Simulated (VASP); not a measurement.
# HfO2 (CdI2 type) (P-3m1) in VASP: further runs

Runs on HfO2 (CdI2 type). Level: PBE. Tasks: single point.

All numbers are computed with VASP 6.6.1; they aren't measurements. Logs are shortened: lines on timing, memory, paths and dates and some standing lists are left out, and cuts for length are marked.

## Step 1: The cell of the first run

It takes space group P-3m1 (No. 164, trigonal). Conventional cell: a = 3.139 Å, b = 3.139 Å, c = 3.714 Å, α = 90.00°, β = 90.00°, γ = 120.00°. Hf (site symmetry -3m) has 6 O at 2.05 Å within 2.7 Å. Within 2.7 Å of O (site symmetry 3m) lie 3 Hf at 2.05 Å and 6 O at 2.56 to 2.63 Å.

## Step 2: Single point, PBE (10.56 Å³/atom)

The input, INCAR:

```
ALGO     = Normal         # electronic algorithm
EDIFF    = 1E-6           # SCF threshold, eV
ENCUT    = 520            # plane-wave cutoff, eV
GGA      = PE             # functional
ISIF     = 2              # what is computed and relaxed
ISMEAR   = -1             # smearing method
LASPH    = T              # aspherical terms in the spheres
LCHARG   = T              # write CHGCAR
LELF     = T              # ELF
LREAL    = F              # projectors in reciprocal space
LVHAR    = T            
LWAVE    = F              # write WAVECAR
NBANDS   = 18             # bands
NELM     = 80             # most SCF steps
PREC     = Accurate       # precision mode
SIGMA    = 0.08           # smearing width, eV
```

The input, KPOINTS:

```
k-points
0
Gamma
  13 13 7
```

The input, POSCAR:

```
HfO2
1.0
    3.1390257448      0.0000000000      0.0000000000
   -1.5695128724      2.7184760381      0.0000000000
    0.0000000000      0.0000000000      3.7136292356
Hf O
1 2
Direct
    0.0000000000      0.0000000000      0.0000000000
    0.3333333333      0.6666666667      0.2563331353
    0.6666666667      0.3333333333      0.7436668647
```

Potentials or basis: VASP PAW PBE potentials, release 64 (Hf_pv, O).

Started as:

```console
> cat potpaw_PBE.64/Hf_pv/POTCAR potpaw_PBE.64/O/POTCAR > POTCAR
> mpirun -np 1 vasp_std > vasp.out
```

OUTCAR:

```text
EDIFF = 1E-6
   ENCUT = 520
   GGA = PE
   ISIF = 2
   ISMEAR = -1
   LASPH = T
   LREAL = F
   NELM = 80
   PREC = Accurate

 ion  position               nearest neighbor table
   1  0.000  0.000  0.000-   2 2.05   3 2.05   2 2.05   3 2.05   3 2.05   2 2.05
   2  0.333  0.667  0.256-   1 2.05   1 2.05   1 2.05
   3  0.667  0.333  0.744-   1 2.05   1 2.05   1 2.05

  LATTYP: Found a hexagonal cell.
 ALAT       =     3.1390257448
 C/A-ratio  =     1.1830515381

  Lattice vectors:

 A1 = (   3.1390257448,   0.0000000000,   0.0000000000)
 A2 = (  -1.5695128724,   2.7184760381,   0.0000000000)
 A3 = (   0.0000000000,   0.0000000000,   3.7136292356)

Analysis of symmetry for initial positions (statically):
=====================================================================
 Subroutine PRICEL returns:
 Original cell was already a primitive cell.

 Routine SETGRP: Setting up the symmetry group for a
 hexagonal supercell.

 Subroutine GETGRP returns: Found 12 space group operations
 (whereof 12 operations were pure point group operations)
 out of a pool of 24 trial point group operations.

The static configuration has the point symmetry D_3d.

Analysis of symmetry for dynamics (positions and initial velocities):
=====================================================================
 Subroutine PRICEL returns:
 Original cell was already a primitive cell.

 Routine SETGRP: Setting up the symmetry group for a
 hexagonal supercell.

 Subroutine GETGRP returns: Found 12 space group operations
 (whereof 12 operations were pure point group operations)
 out of a pool of 24 trial point group operations.

The dynamic configuration has the point symmetry D_3d.

 Subroutine INISYM returns: Found 12 space group operations
 (whereof 12 operations are pure point group operations),
 and found     1 'primitive' translations

----------------------------------------------------------------------------------------

                                     Primitive cell

  volume of cell :      31.6898

  direct lattice vectors                    reciprocal lattice vectors
     3.139025745  0.000000000  0.000000000     0.318570181  0.183926580  0.000000000
    -1.569512872  2.718476038  0.000000000     0.000000000  0.367853160  0.000000000
     0.000000000  0.000000000  3.713629236     0.000000000  0.000000000  0.269278363

  length of vectors
     3.139025745  3.139025745  3.713629236     0.367853160  0.367853160  0.269278363

  position of ions in fractional coordinates (direct lattice)
     0.000000000  0.000000000  0.000000000
     0.333333333  0.666666667  0.256333135
     0.666666667  0.333333333  0.743666865

  ion indices of the primitive-cell ions
   primitive index   ion index
                 1           1
                 2           2
                 3           3

----------------------------------------------------------------------------------------

 KPOINTS: k-points

Automatic generation of k-mesh.
 Grid dimensions read from file:
 generate k-points for:   13   13    7

 Generating k-lattice:

  Cartesian coordinates                     Fractional coordinates (reciprocal lattice)
     0.024505399  0.014148198  0.000000000     0.076923077  0.000000000  0.000000000
     0.000000000  0.028296397  0.000000000     0.000000000  0.076923077  0.000000000
     0.000000000  0.000000000  0.038468338     0.000000000  0.000000000  0.142857143

  Length of vectors
     0.028296397  0.028296397  0.038468338

  Shift w.r.t. Gamma in fractional coordinates (k-lattice)
     0.000000000  0.000000000  0.000000000

 Subroutine IBZKPT returns following result:
 ===========================================

 Found    126 irreducible k-points:

 Following reciprocal coordinates:
            Coordinates               Weight
  0.000000  0.000000  0.000000      1.000000
  0.076923  0.000000  0.000000      6.000000
  0.153846  0.000000  0.000000      6.000000
  0.230769  0.000000  0.000000      6.000000
  0.307692  0.000000  0.000000      6.000000
  0.384615  0.000000  0.000000      6.000000
[... 16 lines left out ...]
  0.076923  0.000000  0.142857      6.000000
  0.000000  0.076923  0.142857      6.000000
 [... further k-points ...]
   k-points           NKPTS =    126   k-points in BZ     NKDIM =    126   number of bands    NBANDS=     18
   number of dos      NEDOS =    301   number of ions     NIONS =      3
   total plane-waves  NPLWV =  16128
   dimension x,y,z NGX =    24 NGY =   24 NGZ =   28
   dimension x,y,z NGXF=    48 NGYF=   48 NGZF=   56
   ions per type =               1   2
   NGX,Y,Z   is equivalent  to a cutoff of  12.71, 12.71, 12.53 a.u.
   NGXF,Y,Z  is equivalent  to a cutoff of  25.42, 25.42, 25.07 a.u.
 SYSTEM =  unknown system
   PREC   = accura    normal or accurate (medium, high low for compatibility)
   ISTART =      0    job   : 0-new  1-cont  2-samecut
   ICHARG =      2    charge: 1-file 2-atom 10-const
   ISPIN  =      1    spin polarized calculation?
   LNONCOLLINEAR =      F non collinear calculations
   LSORBIT =      F    spin-orbit coupling
   LASPH  =      T    aspherical Exc in radial PAW
   ENCUT  =  520.0 eV  38.22 Ry    6.18 a.u.   5.84  5.84  6.90*2*pi/ulx,y,z
   NELM   =     80;   NELMIN=  2; NELMDL= -5     # of ELM steps
   EDIFF  = 0.1E-05   stopping-criterion for ELM
   LREAL  =      F    real-space projection
   EDIFFG = 0.1E-04   stopping-criterion for IOM
   NSW    =      0    number of steps for IOM
   IBRION =     -1    ionic relax: 0-MD 1-quasi-New 2-CG
   NFREE  =      0    steps in history (QN), initial steepest desc. (CG)
   ISIF   =      2    stress and relaxation
   ISYM   =      2    0-nonsym 1-usesym 2-fastsym
   POTIM  = 0.5000    time-step for ionic-motion
   TEBEG  =    0.0;   TEEND  =   0.0 temperature during run
   PSTRESS=    0.0 pullay stress
   NELECT =      22.0000    total number of electrons
   NUPDOWN=      -1.0000    fix difference up-down
   EMIN   =  10.00;   EMAX   =-10.00  energy-range for DOS
   EFERMI =   0.00;   METHOD = LEGACY
   ISMEAR =    -1;   SIGMA  =   0.08  broadening in eV -4-tet -1-fermi 0-gaus
   EFERMI_NEDOS =   21; number of points for ismear=-14 and -15
   IALGO  =     38    algorithm
   IMIX   =      4    mixing-type and parameters
     AMIX     =   0.40;   BMIX     =  1.00
     AMIX_MAG =   1.60;   BMIX_MAG =  1.00
  volume/ion in A,a.u.               =      10.56        71.28
  Fermi-wavevector in a.u.,A,eV,Ry     =   1.449582  2.739313 28.589753  2.101288
  Thomas-Fermi vector in A             =   2.567292
   LORBIT       =      0    0 simple, 1 ext, 2 COOP (PROOUT), +10 PAW based schemes
   GGA     = PE    functional components
   LHFCALC =     F    Hartree Fock is set to
   AEXX    =    0.0000 exact exchange contribution
   IVDW    =     0    specifies the selected vdW correction
   LEPSILON=     F    determine dielectric tensor
   LRPA    =     F    only Hartree local field effects (RPA)
 non-spin polarized calculation
  energy-cutoff  :      520.00
  volume of cell :       31.69
 maximum number of plane-waves:       865
   NGX = 11   NGY = 11   NGZ = 13

 number of electron      21.9999995 magnetization

 Free energy of the ion-electron system (eV)
  ---------------------------------------------------
  ext. energy  EPLUGINS =         0.00000000
  ---------------------------------------------------
  free energy    TOTEN  =       -28.91634720 eV

  energy without entropy =      -28.91634720  energy(sigma->0) =      -28.91634720

 E-fermi :   5.7447     XC(G=0): -11.9466

 val. band max:        4.2446666250   @ k =   0.0000   0.0000   0.0000
 cond. band min:       7.3114689026   @ k =   0.4615   0.0000   0.0000
 fundamental gap:      3.0668022776
 Fermi energy:         5.7446757636

 k-point     1 :       0.0000    0.0000    0.0000
  band No.  band energies     occupation
      1     -25.3719      2.00000
      2     -24.7819      2.00000
      3     -24.7819      2.00000
      4     -14.6053      2.00000
      5     -11.4459      2.00000
      6      -1.4183      2.00000
[... 10 lines left out ...]
     17      14.6522      0.00000
     18      14.6522      0.00000

 k-point     2 :       0.0769    0.0000    0.0000
  band No.  band energies     occupation
      1     -25.3581      2.00000
      2     -24.8580      2.00000
      3     -24.7944      2.00000
      4     -14.4764      2.00000
      5     -11.5468      2.00000
      6      -1.3030      2.00000
[... 10 lines left out ...]
     17      14.6571      0.00000
     18      15.2657      0.00000

 k-point     3 :       0.1538    0.0000    0.0000
  band No.  band energies     occupation
      1     -25.3207      2.00000
      2     -25.0599      2.00000
      3     -24.8288      2.00000
      4     -14.1282      2.00000
      5     -11.8076      2.00000
      6      -0.9882      2.00000
[... 10 lines left out ...]
     17      14.7012      0.00000
     18      16.5640      0.00000

 k-point     4 :       0.2308    0.0000    0.0000
  band No.  band energies     occupation
      1     -25.3443      2.00000
      2     -25.2501      2.00000
      3     -24.8769      2.00000
      4     -13.6697      2.00000
      5     -12.1181      2.00000
      6      -0.5422      2.00000
[... 375 lines left out ...]
      4     -14.4819      2.00000
      5     -11.5904      2.00000
      6      -1.1714      2.00000
[... 10 lines left out ...]
     17      14.8139      0.00000
     18      14.8139      0.00000

 k-point    23 :       0.0769    0.0000    0.1429
  band No.  band energies     occupation
      1     -25.3809      2.00000
      2     -24.8562      2.00000
      3     -24.7933      2.00000
      4     -14.3547      2.00000
      5     -11.6850      2.00000
      6      -1.1493      2.00000
[... 10 lines left out ...]
     17      14.9315      0.00000
     18      15.4305      0.00000

 k-point    24 :       0.0000    0.0769    0.1429
  band No.  band energies     occupation
      1     -25.3807      2.00000
      2     -24.8565      2.00000
      3     -24.7932      2.00000
      4     -14.3589      2.00000
      5     -11.6765      2.00000
      6      -1.1901      2.00000
[... 10 lines left out ...]
     17      14.6907      0.00000
     18      15.4672      0.00000

 [... further k-points ...]

------------------------ aborting loop because EDIFF is reached ----------------------------------------

  FORCE on cell =-STRESS in cart. coord.  units (eV):
  Direction    XX          YY          ZZ          XY          YZ          ZX
  --------------------------------------------------------------------------------------
  -------------------------------------------------------------------------------------
  Total        6.7639565      6.7639565      7.0112805      0.0000000      0.0000000      0.0000000
  in kB      341.9735030    341.9735030    354.4777632      0.0000000      0.0000000      0.0000000
  external PRESSURE =     346.1415898 kB  Pullay stress =       0.0000000 kB

 VOLUME and BASIS-vectors are now :
 -----------------------------------------------------------------------------
  energy-cutoff  :      520.00
  volume of cell :       31.69
      direct lattice vectors                 reciprocal lattice vectors
     3.139025745  0.000000000  0.000000000     0.318570181  0.183926580  0.000000000
    -1.569512872  2.718476038  0.000000000     0.000000000  0.367853160  0.000000000
     0.000000000  0.000000000  3.713629236     0.000000000  0.000000000  0.269278363

 POSITION                                       TOTAL-FORCE (eV/Angst)
 -----------------------------------------------------------------------------------
      0.00000      0.00000      0.00000         0.000000      0.000000      0.000000
     -0.00000      1.81232      0.95193         0.000000     -0.000000     -0.219507
      1.56951      0.90616      2.76170        -0.000000      0.000000      0.219507
 -----------------------------------------------------------------------------------
    total drift:                                0.000000     -0.000000      0.000000

  FREE ENERGIE OF THE ION-ELECTRON SYSTEM (eV)
  ---------------------------------------------------
  free  energy   TOTEN  =       -28.9163472042 eV

  energy  without entropy=      -28.9163472040  energy(sigma->0) =      -28.91634720
```

Wall time 41 s (1 thread of Intel Xeon 8259CL, shared host); peak memory 0.19 GiB.

What came out:

```
Free energy            : -28.9163 eV
Pressure               : 34.6 GPa
Largest force          : 0.220 eV/Å
Band gap on the k mesh : 3.07 eV (least direct gap 4.08 eV)
```

Forces on the atoms (eV/Å):
```
Hf   0.000  0.000  0.000
O    0.000  0.000 -0.220
O    0.000  0.000  0.220
```

Stress tensor (GPa, compression positive):
```
34.20  0.00  0.00
 0.00 34.20  0.00
 0.00  0.00 35.45
```

Caveat: the cell stands under pressure; spin-orbit coupling is left out, which moves the levels of the heavy elements; an odd mesh through Γ misses points on the zone boundary, where band edges can lie.

## Step 3: Single point, PBE (10.56 Å³/atom)

The input, INCAR:

```
SYSTEM = HfO2
ALGO = Normal
EDIFF = 1E-7
ENCUT = 520
GGA = PE
ISIF = 2
ISMEAR = -1
LASPH = .True.
LCHARG = .False.
LREAL = .False.
LWAVE = .False.
NBANDS = 18
NELM = 60
PREC = Accurate
SIGMA = 0.08
```

The input, KPOINTS:

```
k-points
0
Gamma
  13 13 7
  0 0 0
```

POSCAR is that of step 2.

Potentials or basis: VASP PAW PBE potentials, release 64 (Hf_pv, O).

Started as:

```console
> cat potpaw_PBE.64/Hf_pv/POTCAR potpaw_PBE.64/O/POTCAR > POTCAR
> mpirun -np 1 vasp_std > vasp.out
```

Run time: 46 s. Hardware: 1 thread of Intel Xeon 8259CL, shared host; peak memory 0.19 GiB.

Results (log left out):

```yaml
Free_energy: -28.9163 eV
Pressure: 34.6 GPa
Largest_force: 0.220 eV/Å
Band_gap_on_the_k_mesh: 3.07 eV (least direct gap 4.08 eV)
```

Forces on the atoms (eV/Å):
```
Hf   0.000  0.000  0.000
O    0.000  0.000 -0.220
O    0.000  0.000  0.220
```

Stress tensor (GPa, compression positive):
```
34.18  0.00  0.00
 0.00 34.18  0.00
 0.00  0.00 35.44
```

Levels at points of the mesh, in eV from the valence-band top:
```tsv
k point	band 7	band 8	band 9	band 10	band 11	band 12	band 13	band 14	band 15	band 16
(0.00, 0.00, 0.00)	-5.00	-5.00	-0.91	-0.91	0.00	4.85	4.85	4.94	7.86	10.01
```

Caveat: the cell stands under pressure; spin-orbit coupling is left out, which moves the levels of the heavy elements; an odd mesh through Γ misses points on the zone boundary, where band edges can lie.

(Part 1 of 2 ends here.)
